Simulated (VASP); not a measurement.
# ZrO2 (Cubic zirconia) (Fm-3m) in VASP: further runs

ZrO2 (Cubic zirconia) is run at these levels: PBE; tasks: single point.

Everything below comes from runs of VASP 6.6.1. Logs are shortened: lines on timing, memory, paths and dates and some standing lists are left out, and cuts for length are marked.

## (1) The cell of the first run

Symmetry: Fm-3m, No. 225, cubic system. The conventional cell has a = 5.003 Å, b = 5.003 Å, c = 5.003 Å, α = 90.00°, β = 90.00°, γ = 90.00°. Zr (site symmetry m-3m) has 8 O at 2.17 Å within 2.9 Å. Within 2.9 Å of O (site symmetry -43m) lie 4 Zr at 2.17 Å and 6 O at 2.50 Å.

## (2) Single point, PBE (volume changed by -5%)

INCAR

```
SYSTEM = ZrO2
ALGO = Normal
EDIFF = 1E-6
ENCUT = 600
GGA = PE
GGA_COMPAT = .FALSE.
ISIF = 2
ISMEAR = 0
LASPH = .TRUE.
LCHARG = .FALSE.
LREAL = .FALSE.
LWAVE = .FALSE.
NBANDS = 19
NELM = 120
PREC = Accurate
SIGMA = 0.01
```

KPOINTS

```
k-points
0
G
  4 4 4
  0 0 0
```

POSCAR

```
ZrO2
1.0
    0.0000000000      2.5015745465      2.5015745465
    2.5015745465      0.0000000000      2.5015745465
    2.5015745465      2.5015745465      0.0000000000
Zr O
1 2
Direct
    0.0000000000      0.0000000000      0.0000000000
    0.2500000000      0.2500000000      0.2500000000
    0.7500000000      0.7500000000      0.7500000000
```

Potentials or basis: VASP PAW PBE potentials, release 64 (Zr_sv, O).

The run is started by

```
$ cat potpaw_PBE.64/Zr_sv/POTCAR potpaw_PBE.64/O/POTCAR > POTCAR
$ mpirun -np 1 vasp_std > vasp.out
```

OUTCAR:

```text
SYSTEM = ZrO2
   EDIFF = 1E-6
   ENCUT = 600
   GGA = PE
   ISIF = 2
   ISMEAR = 0
   LASPH = .TRUE.
   LREAL = .FALSE.
   NELM = 120
   PREC = Accurate

 ion  position               nearest neighbor table
   1  0.000  0.000  0.000-   3 2.17   3 2.17   3 2.17   2 2.17   3 2.17   2 2.17   2 2.17   2 2.17

   2  0.250  0.250  0.250-   1 2.17   1 2.17   1 2.17   1 2.17
   3  0.750  0.750  0.750-   1 2.17   1 2.17   1 2.17   1 2.17

  LATTYP: Found a face centered cubic cell.
 ALAT       =     5.0031490930

  Lattice vectors:

 A1 = (   0.0000000000,   2.5015745465,   2.5015745465)
 A2 = (   2.5015745465,   0.0000000000,   2.5015745465)
 A3 = (   2.5015745465,   2.5015745465,   0.0000000000)

Analysis of symmetry for initial positions (statically):
=====================================================================
 Subroutine PRICEL returns:
 Original cell was already a primitive cell.

 Routine SETGRP: Setting up the symmetry group for a
 face centered cubic supercell.

 Subroutine GETGRP returns: Found 48 space group operations
 (whereof 48 operations were pure point group operations)
 out of a pool of 48 trial point group operations.

The static configuration has the point symmetry O_h .

Analysis of symmetry for dynamics (positions and initial velocities):
=====================================================================
 Subroutine PRICEL returns:
 Original cell was already a primitive cell.

 Routine SETGRP: Setting up the symmetry group for a
 face centered cubic supercell.

 Subroutine GETGRP returns: Found 48 space group operations
 (whereof 48 operations were pure point group operations)
 out of a pool of 48 trial point group operations.

The dynamic configuration has the point symmetry O_h .

 Subroutine INISYM returns: Found 48 space group operations
 (whereof 48 operations are pure point group operations),
 and found     1 'primitive' translations

----------------------------------------------------------------------------------------

                                     Primitive cell

  volume of cell :      31.3091

  direct lattice vectors                    reciprocal lattice vectors
     0.000000000  2.501574547  2.501574547    -0.199874116  0.199874116  0.199874116
     2.501574547  0.000000000  2.501574547     0.199874116 -0.199874116  0.199874116
     2.501574547  2.501574547  0.000000000     0.199874116  0.199874116 -0.199874116

  length of vectors
     3.537760651  3.537760651  3.537760651     0.346192123  0.346192123  0.346192123

  position of ions in fractional coordinates (direct lattice)
     0.000000000  0.000000000  0.000000000
     0.250000000  0.250000000  0.250000000
     0.750000000  0.750000000  0.750000000

  ion indices of the primitive-cell ions
   primitive index   ion index
                 1           1
                 2           2
                 3           3

----------------------------------------------------------------------------------------

 KPOINTS: k-points

Automatic generation of k-mesh.
 Grid dimensions read from file:
 generate k-points for:    4    4    4

 Generating k-lattice:

  Cartesian coordinates                     Fractional coordinates (reciprocal lattice)
    -0.049968529  0.049968529  0.049968529     0.250000000  0.000000000  0.000000000
     0.049968529 -0.049968529  0.049968529     0.000000000  0.250000000  0.000000000
     0.049968529  0.049968529 -0.049968529     0.000000000  0.000000000  0.250000000

  Length of vectors
     0.086548031  0.086548031  0.086548031

  Shift w.r.t. Gamma in fractional coordinates (k-lattice)
     0.000000000  0.000000000  0.000000000

 Subroutine IBZKPT returns following result:
 ===========================================

 Found      8 irreducible k-points:

 Following reciprocal coordinates:
            Coordinates               Weight
  0.000000  0.000000  0.000000      1.000000
  0.250000  0.000000  0.000000      8.000000
  0.500000  0.000000  0.000000      4.000000
  0.250000  0.250000  0.000000      6.000000
  0.500000  0.250000  0.000000     24.000000
 -0.250000  0.250000  0.000000     12.000000
  0.500000  0.500000  0.000000      3.000000
 -0.250000  0.500000  0.250000      6.000000
   k-points           NKPTS =      8   k-points in BZ     NKDIM =      8   number of bands    NBANDS=     19
   number of dos      NEDOS =    301   number of ions     NIONS =      3
   total plane-waves  NPLWV =  21952
   dimension x,y,z NGX =    28 NGY =   28 NGZ =   28
   dimension x,y,z NGXF=    56 NGYF=   56 NGZF=   56
   ions per type =               1   2
   NGX,Y,Z   is equivalent  to a cutoff of  13.16, 13.16, 13.16 a.u.
   NGXF,Y,Z  is equivalent  to a cutoff of  26.32, 26.32, 26.32 a.u.
 SYSTEM =  ZrO2
   PREC   = accura    normal or accurate (medium, high low for compatibility)
   ISTART =      0    job   : 0-new  1-cont  2-samecut
   ICHARG =      2    charge: 1-file 2-atom 10-const
   ISPIN  =      1    spin polarized calculation?
   LNONCOLLINEAR =      F non collinear calculations
   LSORBIT =      F    spin-orbit coupling
   LASPH  =      T    aspherical Exc in radial PAW
   ENCUT  =  600.0 eV  44.10 Ry    6.64 a.u.   7.07  7.07  7.07*2*pi/ulx,y,z
   NELM   =    120;   NELMIN=  2; NELMDL= -5     # of ELM steps
   EDIFF  = 0.1E-05   stopping-criterion for ELM
   LREAL  =      F    real-space projection
   EDIFFG = 0.1E-04   stopping-criterion for IOM
   NSW    =      0    number of steps for IOM
   IBRION =     -1    ionic relax: 0-MD 1-quasi-New 2-CG
   NFREE  =      0    steps in history (QN), initial steepest desc. (CG)
   ISIF   =      2    stress and relaxation
   ISYM   =      2    0-nonsym 1-usesym 2-fastsym
   POTIM  = 0.5000    time-step for ionic-motion
   TEBEG  =    0.0;   TEEND  =   0.0 temperature during run
   PSTRESS=    0.0 pullay stress
   NELECT =      24.0000    total number of electrons
   NUPDOWN=      -1.0000    fix difference up-down
   EMIN   =  10.00;   EMAX   =-10.00  energy-range for DOS
   EFERMI =   0.00;   METHOD = LEGACY
   ISMEAR =     0;   SIGMA  =   0.01  broadening in eV -4-tet -1-fermi 0-gaus
   EFERMI_NEDOS =   21; number of points for ismear=-14 and -15
   IALGO  =     38    algorithm
   IMIX   =      4    mixing-type and parameters
     AMIX     =   0.40;   BMIX     =  1.00
     AMIX_MAG =   1.60;   BMIX_MAG =  1.00
  volume/ion in A,a.u.               =      10.44        70.43
  Fermi-wavevector in a.u.,A,eV,Ry     =   1.498264  2.831309 30.542307  2.244796
  Thomas-Fermi vector in A             =   2.610046
   LORBIT       =      0    0 simple, 1 ext, 2 COOP (PROOUT), +10 PAW based schemes
   GGA     = PE    functional components
   LHFCALC =     F    Hartree Fock is set to
   AEXX    =    0.0000 exact exchange contribution
   IVDW    =     0    specifies the selected vdW correction
   LEPSILON=     F    determine dielectric tensor
   LRPA    =     F    only Hartree local field effects (RPA)
 non-spin polarized calculation
 Gauss-broadening in eV      SIGMA  =   0.01
  energy-cutoff  :      600.00
  volume of cell :       31.31
 maximum number of plane-waves:      1056
   NGX = 15   NGY = 15   NGZ = 15

 number of electron      24.0000000 magnetization

 Free energy of the ion-electron system (eV)
  ---------------------------------------------------
  ext. energy  EPLUGINS =         0.00000000
  ---------------------------------------------------
  free energy    TOTEN  =       -28.44908177 eV

  energy without entropy =      -28.44908177  energy(sigma->0) =      -28.44908177

 E-fermi :   7.9196     XC(G=0): -12.0630

 val. band max:        7.8178353729   @ k =   0.5000   0.5000   0.0000
 cond. band min:      11.3122771810   @ k =   0.0000   0.0000   0.0000
 fundamental gap:      3.4944418081
 Fermi energy:         7.9196175685

 k-point     1 :       0.0000    0.0000    0.0000
  band No.  band energies     occupation
      1     -40.0278      2.00000
      2     -17.8533      2.00000
      3     -17.8533      2.00000
      4     -17.8533      2.00000
      5     -10.6265      2.00000
      6      -7.8794      2.00000
[... 11 lines left out ...]
     18      17.8255      0.00000
     19      22.6318      0.00000

 k-point     2 :       0.2500    0.0000    0.0000
  band No.  band energies     occupation
      1     -39.9971      2.00000
      2     -18.3161      2.00000
      3     -17.8971      2.00000
      4     -17.8971      2.00000
      5      -9.8541      2.00000
      6      -8.3451      2.00000
[... 11 lines left out ...]
     18      17.4024      0.00000
     19      21.7445      0.00000

 k-point     3 :       0.5000    0.0000    0.0000
  band No.  band energies     occupation
      1     -39.9661      2.00000
      2     -18.7138      2.00000
      3     -17.9402      2.00000
      4     -17.9402      2.00000
      5      -9.6339      2.00000
      6      -8.1356      2.00000
[... 11 lines left out ...]
     18      17.0162      0.00000
     19      22.6390      0.00000

 k-point     4 :       0.2500    0.2500    0.0000
  band No.  band energies     occupation
      1     -39.9869      2.00000
      2     -18.3626      2.00000
      3     -17.9629      2.00000
      4     -17.9629      2.00000
      5      -9.4492      2.00000
      6      -8.6300      2.00000
[... 11 lines left out ...]
     18      16.8116      0.00000
     19      23.0092      0.00000

 k-point     5 :       0.5000    0.2500    0.0000
  band No.  band energies     occupation
      1     -39.9560      2.00000
      2     -18.6064      2.00000
      3     -18.1775      2.00000
      4     -18.0058      2.00000
      5      -9.0748      2.00000
      6      -8.5097      2.00000
[... 11 lines left out ...]
     18      19.0927      0.00000
     19      23.1634      0.00000

 k-point     6 :      -0.2500    0.2500    0.0000
  band No.  band energies     occupation
      1     -39.9663      2.00000
      2     -18.4796      2.00000
      3     -18.2118      2.00000
      4     -17.9408      2.00000
      5      -9.1003      2.00000
      6      -8.6508      2.00000
[... 11 lines left out ...]
     18      18.8670      0.00000
     19      22.9677      0.00000

 k-point     7 :       0.5000    0.5000    0.0000
  band No.  band energies     occupation
      1     -39.9458      2.00000
      2     -18.7825      2.00000
      3     -18.0704      2.00000
      4     -18.0704      2.00000
      5      -9.2317      2.00000
      6      -8.1934      2.00000
[... 11 lines left out ...]
     18      21.9347      0.00000
     19      21.9359      0.00000

 k-point     8 :      -0.2500    0.5000    0.2500
  band No.  band energies     occupation
      1     -39.9457      2.00000
      2     -18.4461      2.00000
      3     -18.4461      2.00000
      4     -18.0759      2.00000
      5      -8.6880      2.00000
      6      -8.6880      2.00000
[... 11 lines left out ...]
     18      20.5060      0.00000
     19      24.4321      0.00000

------------------------ aborting loop because EDIFF is reached ----------------------------------------

  FORCE on cell =-STRESS in cart. coord.  units (eV):
  Direction    XX          YY          ZZ          XY          YZ          ZX
  --------------------------------------------------------------------------------------
  -------------------------------------------------------------------------------------
  Total        3.5769744      3.5769744      3.5769744     -0.0000000      0.0000000      0.0000000
  in kB      183.0442396    183.0442396    183.0442396     -0.0000000      0.0000000      0.0000000
  external PRESSURE =     183.0442396 kB  Pullay stress =       0.0000000 kB

 VOLUME and BASIS-vectors are now :
 -----------------------------------------------------------------------------
  energy-cutoff  :      600.00
  volume of cell :       31.31
      direct lattice vectors                 reciprocal lattice vectors
     0.000000000  2.501574547  2.501574547    -0.199874116  0.199874116  0.199874116
     2.501574547  0.000000000  2.501574547     0.199874116 -0.199874116  0.199874116
     2.501574547  2.501574547  0.000000000     0.199874116  0.199874116 -0.199874116

 POSITION                                       TOTAL-FORCE (eV/Angst)
 -----------------------------------------------------------------------------------
      0.00000      0.00000      0.00000         0.000000      0.000000      0.000000
      1.25079      1.25079      1.25079         0.000000      0.000000      0.000000
      3.75236      3.75236      3.75236        -0.000000     -0.000000     -0.000000
 -----------------------------------------------------------------------------------
    total drift:                                0.000000      0.000000      0.000000

  FREE ENERGIE OF THE ION-ELECTRON SYSTEM (eV)
  ---------------------------------------------------
  free  energy   TOTEN  =       -28.4490817673 eV

  energy  without entropy=      -28.4490817673  energy(sigma->0) =      -28.44908177
```

Wall time 9.5 s (1 thread of Intel Xeon 6975P-C, shared host); peak memory 0.15 GiB.

Results:

```yaml
Free_energy: -28.4491 eV
Pressure: 18.3 GPa
Band_gap_on_the_k_mesh: 3.49 eV, indirect (least direct gap 3.98 eV)
```

Caveat: the k points lie up to 0.54 Å⁻¹ apart. A k mesh can miss the band edges.

[end of part 1 of 2]
